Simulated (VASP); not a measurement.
# PbSe in VASP: further runs

The runs below take PbSe through electric field gradients, with PBEsol.

Program: VASP 6.6.1. These are calculated values, not measurements. Logs are shortened: lines on timing, memory, paths and dates and some standing lists are left out, and cuts for length are marked.

### Step 1. The cell of the first run

It takes space group I4/mmm (No. 139, tetragonal). Conventional cell: a = 4.331 Å, b = 4.331 Å, c = 6.186 Å, α = 90.00°, β = 90.00°, γ = 90.00°. Pb (site symmetry 4/mmm) has 6 Se at 3.06 to 3.09 Å within 4.0 Å. Se (site symmetry 4/mmm) has 6 Pb at 3.06 to 3.09 Å within 4.0 Å.

### Step 2. Electric field gradients, PBEsol (zz strain of +1 %)

INCAR

```
SYSTEM = PbSe
ALGO = Normal ; EDIFF = 1E-8
ENCUT = 520 ; GGA = PS
ISIF = 2 ; ISMEAR = -1
LASPH = .True. ; LCHARG = .False.
LEFG = .True. ; LREAL = .False.
LWAVE = .False. ; NBANDS = 17
NELM = 60 ; PREC = Accurate
SIGMA = 0.02
```

KPOINTS

```
k-points
0
Gamma
  7 7 7
  0 0 0
```

POSCAR

```
PbSe
1.0
    0.0000000000      3.0621500000      3.0927715000
    3.0621500000      0.0000000000      3.0927715000
    3.0621500000      3.0621500000      0.0000000000
Pb Se
1 1
Direct
    0.0000000000      0.0000000000      0.0000000000
    0.5000000000      0.5000000000      0.5000000000
```

Potentials or basis: VASP PAW PBE potentials, release 64 (Pb_d, Se).

On the command line:

```
$ cat potpaw_PBE.64/Pb_d/POTCAR potpaw_PBE.64/Se/POTCAR > POTCAR
$ mpirun -np 1 vasp_std > vasp.out
```

OUTCAR:

```text
SYSTEM = PbSe
   EDIFF = 1E-8
   ENCUT = 520
   GGA = PS
   ISIF = 2
   ISMEAR = -1
   LASPH = .True.
   LREAL = .False.
   NELM = 60
   PREC = Accurate

 ion  position               nearest neighbor table
   1  0.000  0.000  0.000-   2 3.06   2 3.06   2 3.06   2 3.06   2 3.09   2 3.09
   2  0.500  0.500  0.500-   1 3.06   1 3.06   1 3.06   1 3.06   1 3.09   1 3.09

  LATTYP: Found a body centered tetragonal cell.
 ALAT       =     4.3305340600
 C/A-ratio  =     1.4283556980

  Lattice vectors:

 A1 = (  -3.0621500000,   0.0000000000,   3.0927715000)
 A2 = (   3.0621500000,   0.0000000000,   3.0927715000)
 A3 = (   0.0000000000,   3.0621500000,  -3.0927715000)

Analysis of symmetry for initial positions (statically):
=====================================================================
 Subroutine PRICEL returns:
 Original cell was already a primitive cell.

 Routine SETGRP: Setting up the symmetry group for a
 body centered tetragonal supercell.

 Subroutine GETGRP returns: Found 16 space group operations
 (whereof 16 operations were pure point group operations)
 out of a pool of 16 trial point group operations.

The static configuration has the point symmetry D_4h.

Analysis of symmetry for dynamics (positions and initial velocities):
=====================================================================
 Subroutine PRICEL returns:
 Original cell was already a primitive cell.

 Routine SETGRP: Setting up the symmetry group for a
 body centered tetragonal supercell.

 Subroutine GETGRP returns: Found 16 space group operations
 (whereof 16 operations were pure point group operations)
 out of a pool of 16 trial point group operations.

The dynamic configuration has the point symmetry D_4h.

 Subroutine INISYM returns: Found 16 space group operations
 (whereof 16 operations are pure point group operations),
 and found     1 'primitive' translations

----------------------------------------------------------------------------------------

                                     Primitive cell

  volume of cell :      58.0004

  direct lattice vectors                    reciprocal lattice vectors
     0.000000000  3.062150000  3.092771500    -0.163283967  0.163283967  0.161667294
     3.062150000  0.000000000  3.092771500     0.163283967 -0.163283967  0.161667294
     3.062150000  3.062150000  0.000000000     0.163283967  0.163283967 -0.161667294

  length of vectors
     4.352240592  4.352240592  4.330534060     0.281885831  0.281885831  0.281885831

  position of ions in fractional coordinates (direct lattice)
     0.000000000  0.000000000  0.000000000
     0.500000000  0.500000000  0.500000000

  ion indices of the primitive-cell ions
   primitive index   ion index
                 1           1
                 2           2

----------------------------------------------------------------------------------------

 KPOINTS: k-points

Automatic generation of k-mesh.
 Grid dimensions read from file:
 generate k-points for:    7    7    7

 Generating k-lattice:

  Cartesian coordinates                     Fractional coordinates (reciprocal lattice)
    -0.023326281  0.023326281  0.023095328     0.142857143 -0.000000000  0.000000000
     0.023326281 -0.023326281  0.023095328    -0.000000000  0.142857143  0.000000000
     0.023326281  0.023326281 -0.023095328     0.000000000  0.000000000  0.142857143

  Length of vectors
     0.040269404  0.040269404  0.040269404

  Shift w.r.t. Gamma in fractional coordinates (k-lattice)
     0.000000000  0.000000000  0.000000000

 Subroutine IBZKPT returns following result:
 ===========================================

 Found     40 irreducible k-points:

 Following reciprocal coordinates:
            Coordinates               Weight
  0.000000  0.000000  0.000000      1.000000
  0.142857 -0.000000  0.000000      8.000000
  0.285714 -0.000000  0.000000      8.000000
  0.428571  0.000000  0.000000      8.000000
  0.142857  0.142857  0.000000      2.000000
  0.285714  0.142857  0.000000      8.000000
[... 16 lines left out ...]
  0.428571  0.285714  0.142857      8.000000
 -0.428571  0.285714  0.142857     16.000000
 [... further k-points ...]
   k-points           NKPTS =     40   k-points in BZ     NKDIM =     40   number of bands    NBANDS=     17
   number of dos      NEDOS =    301   number of ions     NIONS =      2
   total plane-waves  NPLWV =  32768
   dimension x,y,z NGX =    32 NGY =   32 NGZ =   32
   dimension x,y,z NGXF=    64 NGYF=   64 NGZF=   64
   ions per type =               1   1
   NGX,Y,Z   is equivalent  to a cutoff of  12.22, 12.22, 12.28 a.u.
   NGXF,Y,Z  is equivalent  to a cutoff of  24.45, 24.45, 24.57 a.u.
 SYSTEM =  PbSe
   PREC   = accura    normal or accurate (medium, high low for compatibility)
   ISTART =      0    job   : 0-new  1-cont  2-samecut
   ICHARG =      2    charge: 1-file 2-atom 10-const
   ISPIN  =      1    spin polarized calculation?
   LNONCOLLINEAR =      F non collinear calculations
   LSORBIT =      F    spin-orbit coupling
   LASPH  =      T    aspherical Exc in radial PAW
   ENCUT  =  520.0 eV  38.22 Ry    6.18 a.u.   8.09  8.09  8.05*2*pi/ulx,y,z
   NELM   =     60;   NELMIN=  2; NELMDL= -5     # of ELM steps
   EDIFF  = 0.1E-07   stopping-criterion for ELM
   LREAL  =      F    real-space projection
   EDIFFG = 0.1E-06   stopping-criterion for IOM
   NSW    =      0    number of steps for IOM
   IBRION =     -1    ionic relax: 0-MD 1-quasi-New 2-CG
   NFREE  =      0    steps in history (QN), initial steepest desc. (CG)
   ISIF   =      2    stress and relaxation
   ISYM   =      2    0-nonsym 1-usesym 2-fastsym
   POTIM  = 0.5000    time-step for ionic-motion
   TEBEG  =    0.0;   TEEND  =   0.0 temperature during run
   PSTRESS=    0.0 pullay stress
   NELECT =      20.0000    total number of electrons
   NUPDOWN=      -1.0000    fix difference up-down
   EMIN   =  10.00;   EMAX   =-10.00  energy-range for DOS
   EFERMI =   0.00;   METHOD = LEGACY
   ISMEAR =    -1;   SIGMA  =   0.02  broadening in eV -4-tet -1-fermi 0-gaus
   EFERMI_NEDOS =   21; number of points for ismear=-14 and -15
   IALGO  =     38    algorithm
   IMIX   =      4    mixing-type and parameters
     AMIX     =   0.40;   BMIX     =  1.00
     AMIX_MAG =   1.60;   BMIX_MAG =  1.00
  volume/ion in A,a.u.               =      29.00       195.70
  Fermi-wavevector in a.u.,A,eV,Ry     =   1.147998  2.169402 17.931119  1.317900
  Thomas-Fermi vector in A             =   2.284675
   LORBIT       =      0    0 simple, 1 ext, 2 COOP (PROOUT), +10 PAW based schemes
   GGA     = PS    functional components
   LHFCALC =     F    Hartree Fock is set to
   AEXX    =    0.0000 exact exchange contribution
   IVDW    =     0    specifies the selected vdW correction
   LEPSILON=     F    determine dielectric tensor
   LRPA    =     F    only Hartree local field effects (RPA)
 non-spin polarized calculation
  energy-cutoff  :      520.00
  volume of cell :       58.00
 maximum number of plane-waves:      1577
   NGX = 17   NGY = 17   NGZ = 17

 number of electron      19.9999996 magnetization

 Free energy of the ion-electron system (eV)
  ---------------------------------------------------
  ext. energy  EPLUGINS =         0.00000000
  ---------------------------------------------------
  free energy    TOTEN  =        -8.91459306 eV

  energy without entropy =       -8.91459306  energy(sigma->0) =       -8.91459306

 E-fermi :   4.9180     XC(G=0):  -9.6678

 val. band max:        4.5015324437   @ k =   0.4286   0.0000   0.0000
 cond. band min:       5.3298479942   @ k =   0.4286   0.0000   0.0000
 fundamental gap:      0.8283155504
 Fermi energy:         4.9180492936

 k-point     1 :       0.0000    0.0000    0.0000
  band No.  band energies     occupation
      1     -11.9589      2.00000
      2     -11.9589      2.00000
      3     -11.9589      2.00000
      4     -11.9563      2.00000
      5     -11.9532      2.00000
      6      -8.7429      2.00000
[... 9 lines left out ...]
     16      11.2623      0.00000
     17      12.8301      0.00000

 k-point     2 :       0.1429   -0.0000    0.0000
  band No.  band energies     occupation
      1     -11.9629      2.00000
      2     -11.9594      2.00000
      3     -11.9576      2.00000
      4     -11.9515      2.00000
      5     -11.9510      2.00000
      6      -8.5914      2.00000
[... 9 lines left out ...]
     16      11.6910      0.00000
     17      14.1313      0.00000
[... 421 lines left out ...]
 k-point    24 :      -0.4286    0.2857    0.1429
  band No.  band energies     occupation
      1     -12.0174      2.00000
      2     -11.9634      2.00000
      3     -11.9481      2.00000
      4     -11.9376      2.00000
      5     -11.9247      2.00000
      6      -7.5279      2.00000
[... 9 lines left out ...]
     16      15.0342      0.00000
     17      16.1595      0.00000

 [... further k-points ...]
[... 5 lines left out ...]
  --------------------------------------------------------------------------------------
  -------------------------------------------------------------------------------------
  Total       -0.2647346     -0.2647346     -0.6689510      0.0000000     -0.0000000     -0.0000000
  in kB       -7.3129159     -7.3129159    -18.4788154      0.0000000     -0.0000000     -0.0000000
  external PRESSURE =     -11.0348824 kB  Pullay stress =       0.0000000 kB

 VOLUME and BASIS-vectors are now :
 -----------------------------------------------------------------------------
  energy-cutoff  :      520.00
  volume of cell :       58.00
      direct lattice vectors                 reciprocal lattice vectors
     0.000000000  3.062150000  3.092771500    -0.163283967  0.163283967  0.161667294
     3.062150000  0.000000000  3.092771500     0.163283967 -0.163283967  0.161667294
     3.062150000  3.062150000  0.000000000     0.163283967  0.163283967 -0.161667294

 POSITION                                       TOTAL-FORCE (eV/Angst)
 -----------------------------------------------------------------------------------
      0.00000      0.00000      0.00000        -0.000000      0.000000     -0.000000
      3.06215      3.06215      3.09277         0.000000     -0.000000      0.000000
 -----------------------------------------------------------------------------------
    total drift:                                0.000000     -0.000000     -0.000000

  FREE ENERGIE OF THE ION-ELECTRON SYSTEM (eV)
  ---------------------------------------------------
  free  energy   TOTEN  =        -8.9145930617 eV

  energy  without entropy=       -8.9145930617  energy(sigma->0) =       -8.91459306

 Electric field gradients (V/A^2)
---------------------------------------------------------------------
 ion       V_xx      V_yy      V_zz      V_xy      V_xz      V_yz
---------------------------------------------------------------------
   1     -14.970   -14.970    29.940     0.001     0.001     0.001
   2      -1.165    -1.165     2.330     0.000     0.000     0.000
---------------------------------------------------------------------

 Electric field gradients after diagonalization (V/A^2)
 (convention: |V_zz| > |V_xx| > |V_yy|)
----------------------------------------------------------------------
 ion       V_xx      V_yy      V_zz     asymmetry (V_yy - V_xx)/ V_zz
----------------------------------------------------------------------
   1     -14.970   -14.969    29.940       0.000
   2      -1.165    -1.165     2.330       0.000
----------------------------------------------------------------------

           NMR quadrupolar parameters

 Cq : quadrupolar parameter    Cq=e*Q*V_zz/h
 eta: asymmetry parameters     (V_yy - V_xx)/ V_zz
 Q  : nuclear electric quadrupole moment in mb (millibarn)
----------------------------------------------------------------------
 ion       Cq(MHz)       eta       Q (mb)
----------------------------------------------------------------------
   1       0.072       0.000       1.000
   2       0.006       0.000       1.000
----------------------------------------------------------------------
```

It took 72 s on 1 thread of AMD EPYC 7R13, shared host; peak memory 0.17 GiB.

What came out:

- Free energy: -8.9146 eV
- Pressure: -1.1 GPa
- Band gap on the k mesh: 0.83 eV, direct

Stress tensor (GPa, compression positive):
```
-0.73  0.00  0.00
 0.00 -0.73  0.00
 0.00  0.00 -1.85
```

Levels at points of the mesh, in eV from the valence-band top:
| k point | band 8 | band 9 | band 10 | band 11 | band 12 | band 13 |
| --- | --- | --- | --- | --- | --- | --- |
| (0.00, 0.00, 0.00) | -1.58 | -1.58 | -1.49 | 4.77 | 5.00 | 5.00 |

Electric field gradients, principal values (V/Å²):
```
atom    least   middle  greatest (by size)
1 Pb  -14.969  -14.970              29.940
2 Se   -1.165   -1.165               2.330
```

Caveat: the cell differs from its parent crystal (zz strain of +1 %); without QUAD_EFG the Cq values of the log hold for a quadrupole moment of 1 mb, not for the nuclei; the PAW data sets were made with another functional, which shifts forces and pressure a little; spin-orbit coupling is left out, which moves the levels of the heavy elements. A k mesh can miss the band edges.

### Step 3. Electric field gradients, PBEsol (volume scaled by 0.94)

INCAR

```
SYSTEM = PbSe
  PREC = Accurate
  ENCUT = 520
  EDIFF = 1E-8
  ISMEAR = -1
  SIGMA = 0.02
  LREAL = .FALSE.
  LASPH = .TRUE.
  NELM = 80
  ALGO = Normal
  ISIF = 2
  LWAVE = .FALSE.
  LCHARG = .FALSE.
  GGA = PS
  LEFG = .TRUE.
  NBANDS = 17
```

KPOINTS

```
Automatic mesh
0
G
  7 7 7
  0 0 0
```

POSCAR

```
PbSe
1.0
    0.0000000000      2.9996396028      2.9996396028
    2.9996396028      0.0000000000      2.9996396028
    2.9996396028      2.9996396028      0.0000000000
Pb Se
1 1
Direct
    0.0000000000      0.0000000000      0.0000000000
    0.5000000000      0.5000000000      0.5000000000
```

Potentials or basis: VASP PAW PBE potentials, release 64 (Pb_d, Se).

On the command line:

```
$ cat potpaw_PBE.64/Pb_d/POTCAR potpaw_PBE.64/Se/POTCAR > POTCAR
$ mpirun -np 1 vasp_std > vasp.out
```

OUTCAR:

```text
SYSTEM = PbSe
   PREC = Accurate
   ENCUT = 520
   EDIFF = 1E-8
   ISMEAR = -1
   LREAL = .FALSE.
   LASPH = .TRUE.
   NELM = 80
   ISIF = 2
   GGA = PS

 ion  position               nearest neighbor table
   1  0.000  0.000  0.000-   2 3.00   2 3.00   2 3.00   2 3.00   2 3.00   2 3.00
   2  0.500  0.500  0.500-   1 3.00   1 3.00   1 3.00   1 3.00   1 3.00   1 3.00

  LATTYP: Found a face centered cubic cell.
 ALAT       =     5.9992792056

  Lattice vectors:

 A1 = (   0.0000000000,   2.9996396028,   2.9996396028)
 A2 = (   2.9996396028,   0.0000000000,   2.9996396028)
 A3 = (   2.9996396028,   2.9996396028,   0.0000000000)

Analysis of symmetry for initial positions (statically):
=====================================================================
 Subroutine PRICEL returns:
 Original cell was already a primitive cell.

 Routine SETGRP: Setting up the symmetry group for a
 face centered cubic supercell.

[... 581 lines left out ...]
      direct lattice vectors                 reciprocal lattice vectors
     0.000000000  2.999639603  2.999639603    -0.166686691  0.166686691  0.166686691
     2.999639603  0.000000000  2.999639603     0.166686691 -0.166686691  0.166686691
     2.999639603  2.999639603  0.000000000     0.166686691  0.166686691 -0.166686691

 POSITION                                       TOTAL-FORCE (eV/Angst)
 -----------------------------------------------------------------------------------
      0.00000      0.00000      0.00000         0.000000      0.000000     -0.000000
      2.99964      2.99964      2.99964         0.000000      0.000000      0.000000
 -----------------------------------------------------------------------------------
    total drift:                                0.000000     -0.000000     -0.000000

  FREE ENERGIE OF THE ION-ELECTRON SYSTEM (eV)
  ---------------------------------------------------
  free  energy   TOTEN  =        -8.8945665850 eV

  energy  without entropy=       -8.8945665849  energy(sigma->0) =       -8.89456658

 Electric field gradients (V/A^2)
---------------------------------------------------------------------
 ion       V_xx      V_yy      V_zz      V_xy      V_xz      V_yz
---------------------------------------------------------------------
   1      -0.000    -0.000     0.000    -0.001    -0.001    -0.001
   2       0.000     0.000     0.000    -0.000    -0.000    -0.000
---------------------------------------------------------------------

 Electric field gradients after diagonalization (V/A^2)
 (convention: |V_zz| > |V_xx| > |V_yy|)
----------------------------------------------------------------------
 ion       V_xx      V_yy      V_zz     asymmetry (V_yy - V_xx)/ V_zz
----------------------------------------------------------------------
   1       0.001     0.001    -0.002       0.000
   2       0.000     0.000    -0.000       0.000
----------------------------------------------------------------------

           NMR quadrupolar parameters

 Cq : quadrupolar parameter    Cq=e*Q*V_zz/h
 eta: asymmetry parameters     (V_yy - V_xx)/ V_zz
 Q  : nuclear electric quadrupole moment in mb (millibarn)
----------------------------------------------------------------------
 ion       Cq(MHz)       eta       Q (mb)
----------------------------------------------------------------------
   1      -0.000       0.000       1.000
   2      -0.000       0.000       1.000
----------------------------------------------------------------------
```

OSZICAR:

```text
N       E                     dE             d eps       ncg     rms          rms(c)
DAV:   1     0.158354383691E+03    0.15835E+03   -0.95891E+03   680   0.121E+03
DAV:   2     0.211467550380E+01   -0.15624E+03   -0.15033E+03   742   0.311E+02
DAV:   3    -0.888187583671E+01   -0.10997E+02   -0.10926E+02   878   0.884E+01
DAV:   4    -0.911753292687E+01   -0.23566E+00   -0.23554E+00   847   0.145E+01
DAV:   5    -0.912660122076E+01   -0.90683E-02   -0.90680E-02   998   0.268E+00    0.284E+00
DAV:   6    -0.890230379409E+01    0.22430E+00   -0.52642E-01  1058   0.569E+00    0.168E+00
DAV:   7    -0.889432905987E+01    0.79747E-02   -0.91166E-02   833   0.160E+00    0.835E-01
DAV:   8    -0.889473737152E+01   -0.40831E-03   -0.82343E-03   839   0.102E+00    0.858E-02
DAV:   9    -0.889455843885E+01    0.17893E-03   -0.14483E-03  1083   0.386E-01    0.442E-02
DAV:  10    -0.889456792704E+01   -0.94882E-05   -0.10726E-04   753   0.640E-02    0.146E-02
DAV:  11    -0.889456671727E+01    0.12098E-05   -0.28541E-05   979   0.553E-02    0.751E-03
DAV:  12    -0.889456658531E+01    0.13196E-06   -0.18184E-06   891   0.131E-02    0.179E-03
DAV:  13    -0.889456656668E+01    0.18626E-07   -0.63225E-08   937   0.339E-03    0.727E-04
DAV:  14    -0.889456658361E+01   -0.16926E-07   -0.46224E-08   746   0.124E-03    0.116E-04
DAV:  15    -0.889456658501E+01   -0.14079E-08   -0.23465E-09   469   0.307E-04
   1 F= -.88945666E+01 E0= -.88945666E+01  d E =-.910036E-10
```

Run time: 16 s. Hardware: 1 thread of AMD EPYC 7R13, shared host; peak memory 0.18 GiB.

Results:

* Free energy: -8.8946 eV
* Pressure: 3.0 GPa

Caveat: this odd mesh misses L, where the gap lies, so gap, dielectric constants and Born charges aren't listed; without QUAD_EFG the Cq values of the log hold for a quadrupole moment of 1 mb, not for the nuclei; the PAW data sets were made with another functional, which shifts forces and pressure a little; spin-orbit coupling is left out, which moves the levels of the heavy elements.

(Continued in part 2 of 3.)
